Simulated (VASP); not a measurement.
# HfB (I4/mmm) in VASP: notebook, part 3 of 3

VASP 6.6.1. Earlier steps stand in the parts before.

**5. Single point, PBEsol (strain +0.050 along x and y, -0.025 along z)**

File INCAR:

```
SYSTEM = HfB
PREC = Accurate
ENCUT = 500
EDIFF = 1E-6
ISMEAR = 0
SIGMA = 0.15
LREAL = .FALSE.
LASPH = .TRUE.
NELM = 120
ALGO = Normal
ISIF = 2
LWAVE = .FALSE.
LCHARG = .FALSE.
GGA = PS
NBANDS = 14
GGA_COMPAT = .FALSE.
```

File KPOINTS:

```
Automatic mesh
0
G
  18 18 18
  0 0 0
```

File POSCAR:

```
HfB
1.0
    0.0000000000      2.4255000000      2.2522500000
    2.4255000000      0.0000000000      2.2522500000
    2.4255000000      2.4255000000      0.0000000000
Hf B
1 1
Direct
    0.5000000000      0.5000000000      0.5000000000
    0.0000000000      0.0000000000      0.0000000000
```

Potentials or basis: VASP PAW PBE potentials, release 64 (Hf_pv, B).

Run with:

```bash
$ cat potpaw_PBE.64/Hf_pv/POTCAR potpaw_PBE.64/B/POTCAR > POTCAR
$ mpirun -np 1 vasp_std > vasp.out
```

OUTCAR:

```text
SYSTEM = HfB
   PREC = Accurate
   ENCUT = 500
   EDIFF = 1E-6
   ISMEAR = 0
   LREAL = .FALSE.
   LASPH = .TRUE.
   NELM = 120
   ISIF = 2
   GGA = PS

 ion  position               nearest neighbor table
   1  0.500  0.500  0.500-   2 2.25   2 2.25   2 2.43   2 2.43   2 2.43   2 2.43
   2  0.000  0.000  0.000-   1 2.25   1 2.25   1 2.43   1 2.43   1 2.43   1 2.43

  LATTYP: Found a body centered tetragonal cell.
 ALAT       =     3.4301749955
 C/A-ratio  =     1.3131983079

  Lattice vectors:

 A1 = (   0.0000000000,  -2.4255000000,  -2.2522500000)
 A2 = (   0.0000000000,   2.4255000000,  -2.2522500000)
 A3 = (   2.4255000000,   0.0000000000,   2.2522500000)

Analysis of symmetry for initial positions (statically):
=====================================================================
 Subroutine PRICEL returns:
 Original cell was already a primitive cell.

 Routine SETGRP: Setting up the symmetry group for a
 body centered tetragonal supercell.

 Subroutine GETGRP returns: Found 16 space group operations
 (whereof 16 operations were pure point group operations)
 out of a pool of 16 trial point group operations.

The static configuration has the point symmetry D_4h.

Analysis of symmetry for dynamics (positions and initial velocities):
=====================================================================
 Subroutine PRICEL returns:
 Original cell was already a primitive cell.

 Routine SETGRP: Setting up the symmetry group for a
 body centered tetragonal supercell.

 Subroutine GETGRP returns: Found 16 space group operations
 (whereof 16 operations were pure point group operations)
 out of a pool of 16 trial point group operations.

The dynamic configuration has the point symmetry D_4h.

 Subroutine INISYM returns: Found 16 space group operations
 (whereof 16 operations are pure point group operations),
 and found     1 'primitive' translations

----------------------------------------------------------------------------------------

                                     Primitive cell

  volume of cell :      26.5002

  direct lattice vectors                    reciprocal lattice vectors
     0.000000000  2.425500000  2.252250000    -0.206143063  0.206143063  0.222000222
     2.425500000  0.000000000  2.252250000     0.206143063 -0.206143063  0.222000222
     2.425500000  2.425500000  0.000000000     0.206143063  0.206143063 -0.222000222

  length of vectors
     3.309936602  3.309936602  3.430174996     0.366434201  0.366434201  0.366434201

  position of ions in fractional coordinates (direct lattice)
     0.500000000  0.500000000  0.500000000
     0.000000000  0.000000000  0.000000000

  ion indices of the primitive-cell ions
   primitive index   ion index
                 1           1
                 2           2

----------------------------------------------------------------------------------------

 KPOINTS: Automatic mesh

Automatic generation of k-mesh.
 Grid dimensions read from file:
 generate k-points for:   18   18   18

 Generating k-lattice:

  Cartesian coordinates                     Fractional coordinates (reciprocal lattice)
    -0.011452392  0.011452392  0.012333346     0.055555556 -0.000000000  0.000000000
[... 42 lines left out ...]
   number of dos      NEDOS =    301   number of ions     NIONS =      2
   total plane-waves  NPLWV =  16128
   dimension x,y,z NGX =    24 NGY =   24 NGZ =   28
   dimension x,y,z NGXF=    48 NGYF=   48 NGZF=   56
   ions per type =               1   1
   NGX,Y,Z   is equivalent  to a cutoff of  12.05, 12.05, 13.57 a.u.
   NGXF,Y,Z  is equivalent  to a cutoff of  24.11, 24.11, 27.14 a.u.
 SYSTEM =  HfB
   PREC   = accura    normal or accurate (medium, high low for compatibility)
   ISTART =      0    job   : 0-new  1-cont  2-samecut
   ICHARG =      2    charge: 1-file 2-atom 10-const
   ISPIN  =      1    spin polarized calculation?
   LNONCOLLINEAR =      F non collinear calculations
   LSORBIT =      F    spin-orbit coupling
   LASPH  =      T    aspherical Exc in radial PAW
   ENCUT  =  500.0 eV  36.75 Ry    6.06 a.u.   6.03  6.03  6.25*2*pi/ulx,y,z
   NELM   =    120;   NELMIN=  2; NELMDL= -5     # of ELM steps
   EDIFF  = 0.1E-05   stopping-criterion for ELM
   LREAL  =      F    real-space projection
   EDIFFG = 0.1E-04   stopping-criterion for IOM
   NSW    =      0    number of steps for IOM
   IBRION =     -1    ionic relax: 0-MD 1-quasi-New 2-CG
   NFREE  =      0    steps in history (QN), initial steepest desc. (CG)
   ISIF   =      2    stress and relaxation
   ISYM   =      2    0-nonsym 1-usesym 2-fastsym
   POTIM  = 0.5000    time-step for ionic-motion
   TEBEG  =    0.0;   TEEND  =   0.0 temperature during run
   PSTRESS=    0.0 pullay stress
   NELECT =      13.0000    total number of electrons
   NUPDOWN=      -1.0000    fix difference up-down
   EMIN   =  10.00;   EMAX   =-10.00  energy-range for DOS
   EFERMI =   0.00;   METHOD = LEGACY
   ISMEAR =     0;   SIGMA  =   0.15  broadening in eV -4-tet -1-fermi 0-gaus
   EFERMI_NEDOS =   21; number of points for ismear=-14 and -15
   IALGO  =     38    algorithm
   IMIX   =      4    mixing-type and parameters
     AMIX     =   0.40;   BMIX     =  1.00
     AMIX_MAG =   1.60;   BMIX_MAG =  1.00
  volume/ion in A,a.u.               =      13.25        89.42
  Fermi-wavevector in a.u.,A,eV,Ry     =   1.291139  2.439898 22.681445  1.667039
  Thomas-Fermi vector in A             =   2.422927
   LORBIT       =      0    0 simple, 1 ext, 2 COOP (PROOUT), +10 PAW based schemes
   GGA     = PS    functional components
   LHFCALC =     F    Hartree Fock is set to
   AEXX    =    0.0000 exact exchange contribution
   IVDW    =     0    specifies the selected vdW correction
   LEPSILON=     F    determine dielectric tensor
   LRPA    =     F    only Hartree local field effects (RPA)
 non-spin polarized calculation
 Gauss-broadening in eV      SIGMA  =   0.15
  energy-cutoff  :      500.00
  volume of cell :       26.50
 maximum number of plane-waves:       692
   NGX = 13   NGY = 13   NGZ = 13

 number of electron      12.9999999 magnetization

 Free energy of the ion-electron system (eV)
  ---------------------------------------------------
  ext. energy  EPLUGINS =         0.00000000
  ---------------------------------------------------
  free energy    TOTEN  =       -18.26180056 eV

  energy without entropy =      -18.24885563  energy(sigma->0) =      -18.25532809

 E-fermi :   4.5594     XC(G=0): -12.0551

 val. band max:        4.5588288757   @ k =  -0.3889   0.1111   0.4444
 cond. band min:       4.5615667749   @ k =  -0.3889   0.0000   0.3333
 fundamental gap:      0.0027378992
 Fermi energy:         4.5594041067

 k-point     1 :       0.0000    0.0000    0.0000
  band No.  band energies     occupation
      1     -24.1000      2.00000
      2     -24.0869      2.00000
      3     -24.0869      2.00000
      4      -4.7827      2.00000
      5       6.3723      0.00000
      6       6.3723      0.00000
      7       7.1911      0.00000
      8       8.0261      0.00000
      9       8.1838      0.00000
     10       8.1838      0.00000
     11       8.6624      0.00000
     12       8.6732      0.00000
     13      15.9741      0.00000
     14      16.8440      0.00000
[... 377 lines left out ...]
      1     -24.3565      2.00000
      2     -24.1335      2.00000
      3     -24.1253      2.00000
      4      -3.3505      2.00000
      5       3.6311      2.00000
      6       4.3878      1.89435
      7       4.9197      0.00068
      8       7.7656      0.00000
      9       8.6908      0.00000
     10       9.5456      0.00000
     11      13.3260      0.00000
     12      13.5861      0.00000
     13      17.2682      0.00000
     14      19.0169      0.00000

 [... further k-points ...]

------------------------ aborting loop because EDIFF is reached ----------------------------------------

  FORCE on cell =-STRESS in cart. coord.  units (eV):
  Direction    XX          YY          ZZ          XY          YZ          ZX
  --------------------------------------------------------------------------------------
  -------------------------------------------------------------------------------------
  Total       -0.2864846     -0.2864846      4.9890079      0.0000000      0.0000000      0.0000000
  in kB      -17.3205940    -17.3205940    301.6307551      0.0000000      0.0000000      0.0000000
  external PRESSURE =      88.9965224 kB  Pullay stress =       0.0000000 kB

 VOLUME and BASIS-vectors are now :
 -----------------------------------------------------------------------------
  energy-cutoff  :      500.00
  volume of cell :       26.50
      direct lattice vectors                 reciprocal lattice vectors
     0.000000000  2.425500000  2.252250000    -0.206143063  0.206143063  0.222000222
     2.425500000  0.000000000  2.252250000     0.206143063 -0.206143063  0.222000222
     2.425500000  2.425500000  0.000000000     0.206143063  0.206143063 -0.222000222

 POSITION                                       TOTAL-FORCE (eV/Angst)
 -----------------------------------------------------------------------------------
      2.42550      2.42550      2.25225         0.000000      0.000000     -0.000000
      0.00000      0.00000      0.00000        -0.000000     -0.000000      0.000000
 -----------------------------------------------------------------------------------
    total drift:                                0.000000     -0.000000      0.000000

  FREE ENERGIE OF THE ION-ELECTRON SYSTEM (eV)
  ---------------------------------------------------
  free  energy   TOTEN  =       -18.2618005617 eV

  energy  without entropy=      -18.2488556270  energy(sigma->0) =      -18.25532809
```

stdout:

```text
POSCAR found type information on POSCAR HfB
 POSCAR found :  2 types and       2 ions
 scaLAPACK will be used
 -----------------------------------------------------------------------------
|                                                                             |
|                                                                             |
|     You enforced a specific xc type in the INCAR file but a different       |
|     I HOPE YOU KNOW WHAT YOU ARE DOING!                                     |
|                                                                             |
 -----------------------------------------------------------------------------

 LDA part: xc-table for (Slater+PW92), standard interpolation
 POSCAR, INCAR and KPOINTS ok, starting setup
 FFT: planning ... GRIDC
 FFT: planning ... GRID_SOFT
 FFT: planning ... GRID
 WAVECAR not read
 entering main loop
```

It took 2.8 min on 1 thread of Intel Xeon Platinum 8259CL at 2.50GHz (Skylake/Cascade Lake), shared host; peak memory 0.29 GiB.

What came out:

```
Free energy : -18.2618 eV
Pressure    : 8.9 GPa
```

Levels at points of the mesh, in eV from the Fermi level:
```
           k point  band 3  band 4  band 5  band 6  band 7  band 8  band 9  band 10  band 11  band 12
(0.00, 0.00, 0.00)  -28.65   -9.34    1.81    1.81    2.63    3.47    3.62     3.62     4.10     4.11
(0.50, 0.00, 0.00)  -28.68   -4.84   -4.22   -1.42   -1.21    5.70    6.36     7.05     7.98    12.74
(0.50, 0.50, 0.00)  -28.90   -6.41   -1.06   -0.48    1.78    1.78    5.86     7.18     7.18     8.58
(0.50, 0.00, 0.50)  -28.78   -6.61   -1.38   -0.92    2.21    2.53    5.51     6.84     7.55     8.42
```

Caveat: the cell differs from its parent crystal (strain +0.050 along x and y, -0.025 along z); the PAW data sets were made with another functional, which shifts forces and pressure a little; spin-orbit coupling is left out, which moves the levels of the heavy elements.

**6. Single point, PBEsol (strain +0.050 along x and y, +0.000 along z)**

INCAR is that of step 5.

File KPOINTS:

```
regular mesh
0
G
  18 18 18
  0 0 0
```

File POSCAR:

```
HfB
1.0
    0.0000000000      2.4255000000      2.3100000000
    2.4255000000      0.0000000000      2.3100000000
    2.4255000000      2.4255000000      0.0000000000
Hf B
1 1
Direct
    0.5000000000      0.5000000000      0.5000000000
    0.0000000000      0.0000000000      0.0000000000
```

Potentials or basis: VASP PAW PBE potentials, release 64 (Hf_pv, B).

Run with:

```bash
$ cat potpaw_PBE.64/Hf_pv/POTCAR potpaw_PBE.64/B/POTCAR > POTCAR
$ mpirun -np 1 vasp_std > vasp.out
```

OUTCAR:

```text
SYSTEM = HfB
   PREC = Accurate
   ENCUT = 500
   EDIFF = 1E-6
   ISMEAR = 0
   LREAL = .FALSE.
   LASPH = .TRUE.
   NELM = 120
   ISIF = 2
   GGA = PS

 ion  position               nearest neighbor table
   1  0.500  0.500  0.500-   2 2.31   2 2.31   2 2.43   2 2.43   2 2.43   2 2.43
   2  0.000  0.000  0.000-   1 2.31   1 2.31   1 2.43   1 2.43   1 2.43   1 2.43

  LATTYP: Found a body centered tetragonal cell.
 ALAT       =     3.4301749955
 C/A-ratio  =     1.3468700594

  Lattice vectors:

 A1 = (   0.0000000000,  -2.4255000000,  -2.3100000000)
 A2 = (   0.0000000000,   2.4255000000,  -2.3100000000)
 A3 = (   2.4255000000,   0.0000000000,   2.3100000000)

Analysis of symmetry for initial positions (statically):
=====================================================================
 Subroutine PRICEL returns:
 Original cell was already a primitive cell.

 Routine SETGRP: Setting up the symmetry group for a
 body centered tetragonal supercell.

 Subroutine GETGRP returns: Found 16 space group operations
 (whereof 16 operations were pure point group operations)
 out of a pool of 16 trial point group operations.

The static configuration has the point symmetry D_4h.

[... 177 lines left out ...]
      9       8.0187      0.00000
     10       8.0187      0.00000
     11       8.3036      0.00000
     12       8.3980      0.00000
     13      15.6888      0.00000
     14      16.1185      0.00000
[... 377 lines left out ...]
      1     -24.6175      2.00000
      2     -24.4106      2.00000
      3     -24.4063      2.00000
      4      -3.4427      2.00000
      5       3.4916      2.00000
      6       4.2988      1.67027
      7       4.6737      0.01047
      8       7.5840      0.00000
      9       8.4188      0.00000
     10       9.2730      0.00000
     11      12.8351      0.00000
     12      13.4294      0.00000
     13      16.7621      0.00000
     14      18.5939      0.00000

 [... further k-points ...]

------------------------ aborting loop because EDIFF is reached ----------------------------------------

  FORCE on cell =-STRESS in cart. coord.  units (eV):
  Direction    XX          YY          ZZ          XY          YZ          ZX
  --------------------------------------------------------------------------------------
  -------------------------------------------------------------------------------------
  Total       -0.5998938     -0.5998938      2.6464168      0.0000000      0.0000000      0.0000000
  in kB      -35.3622932    -35.3622932    155.9998902      0.0000000      0.0000000      0.0000000
  external PRESSURE =      28.4251013 kB  Pullay stress =       0.0000000 kB

 VOLUME and BASIS-vectors are now :
 -----------------------------------------------------------------------------
  energy-cutoff  :      500.00
  volume of cell :       27.18
      direct lattice vectors                 reciprocal lattice vectors
     0.000000000  2.425500000  2.310000000    -0.206143063  0.206143063  0.216450216
     2.425500000  0.000000000  2.310000000     0.206143063 -0.206143063  0.216450216
     2.425500000  2.425500000  0.000000000     0.206143063  0.206143063 -0.216450216

 POSITION                                       TOTAL-FORCE (eV/Angst)
 -----------------------------------------------------------------------------------
      2.42550      2.42550      2.31000        -0.000000      0.000000      0.000000
      0.00000      0.00000      0.00000         0.000000      0.000000      0.000000
 -----------------------------------------------------------------------------------
    total drift:                                0.000000     -0.000000      0.000000

  FREE ENERGIE OF THE ION-ELECTRON SYSTEM (eV)
  ---------------------------------------------------
  free  energy   TOTEN  =       -18.3583489915 eV

  energy  without entropy=      -18.3453754155  energy(sigma->0) =      -18.35186220
```

OSZICAR:

```text
N       E                     dE             d eps       ncg     rms          rms(c)
DAV:   1     0.188302331004E+02    0.18830E+02   -0.68066E+03 13448   0.836E+02
DAV:   2    -0.189651508773E+02   -0.37795E+02   -0.35924E+02 17136   0.184E+02
DAV:   3    -0.199474493944E+02   -0.98230E+00   -0.97589E+00 16832   0.204E+01
DAV:   4    -0.199513707073E+02   -0.39213E-02   -0.39206E-02 15554   0.160E+00
DAV:   5    -0.199513937735E+02   -0.23066E-04   -0.23066E-04 17006   0.111E-01    0.579E+01
DAV:   6    -0.184275786733E+02    0.15238E+01   -0.25602E+00 15570   0.948E+00    0.367E+01
DAV:   7    -0.183814250998E+02    0.46154E-01   -0.57655E-01 17730   0.499E+00    0.997E+00
DAV:   8    -0.183583716076E+02    0.23053E-01   -0.66787E-02 15296   0.154E+00    0.120E+00
DAV:   9    -0.183583520536E+02    0.19554E-04   -0.40282E-03 17532   0.443E-01    0.273E-01
DAV:  10    -0.183583488030E+02    0.32506E-05   -0.69767E-05 15434   0.590E-02    0.303E-02
DAV:  11    -0.183583489915E+02   -0.18848E-06   -0.19009E-06 16804   0.991E-03
   1 F= -.18358349E+02 E0= -.18351862E+02  d E =-.129736E-01
```

Wall time 2.7 min (1 thread of Intel Xeon Platinum 8259CL at 2.50GHz (Skylake/Cascade Lake), shared host); peak memory 0.29 GiB.

Results:

| Quantity | Value |
| --- | --- |
| Free energy | -18.3583 eV |
| Pressure | 2.8 GPa |

Stress tensor (GPa, compression positive):
```
-3.54  0.00  0.00
 0.00 -3.54  0.00
 0.00  0.00 15.60
```

Levels at points of the mesh, in eV from the Fermi level:
```csv
k point,band 4,band 5,band 6,band 7,band 8,band 9,band 10,band 11
"(0.00, 0.00, 0.00)",-9.25,1.87,1.87,2.40,3.54,3.62,3.62,3.90
"(0.50, 0.00, 0.00)",-4.76,-4.31,-1.31,-1.17,5.66,6.06,6.79,7.88
"(0.50, 0.50, 0.00)",-6.36,-0.97,-0.78,1.83,1.83,5.66,7.01,7.01
"(0.50, 0.00, 0.50)",-6.50,-1.34,-0.88,2.12,2.29,5.49,6.78,7.26
```

Caveat: the cell differs from its parent crystal (strain +0.050 along x and y, +0.000 along z); the PAW data sets were made with another functional, which shifts forces and pressure a little; spin-orbit coupling is left out, which moves the levels of the heavy elements.

**7. The runs side by side**

| cell | cutoff (eV) | gap on the mesh (eV) | pressure (GPa) |
| --- | --- | --- | --- |
| a = 3.271, b = 3.271, c = 3.103 Å, angles 61.7, 61.7, 56.6°, 2 atoms | 520 | none | 44.4 |
| a = 3.268, b = 3.268, c = 3.349 Å, angles 59.2, 59.2, 61.6°, 2 atoms | 500 | none | 19.1 |
| a = 3.271, b = 3.271, c = 3.430 Å, angles 58.4, 58.4, 63.2°, 2 atoms | 500 | none | 16.0 |
| a = 3.310, b = 3.310, c = 3.430 Å, angles 58.8, 58.8, 62.4°, 2 atoms | 500 | none | 8.9 |
| a = 3.349, b = 3.349, c = 3.430 Å, angles 59.2, 59.2, 61.6°, 2 atoms | 500 | none | 2.8 |

Alike in all rows: task single point; level PBEsol; potentials or basis VASP PAW PBE potentials, release 64 (Hf_pv, B); no spin polarisation; k mesh 18 × 18 × 18; smearing gaussian 0.15 eV.

Caveats: the PAW data sets were made with another functional, which shifts forces and pressure a little; spin-orbit coupling is left out, which moves the levels of the heavy elements.

Total energies depend on the potentials used, so only differences within one code and one set of settings carry meaning.
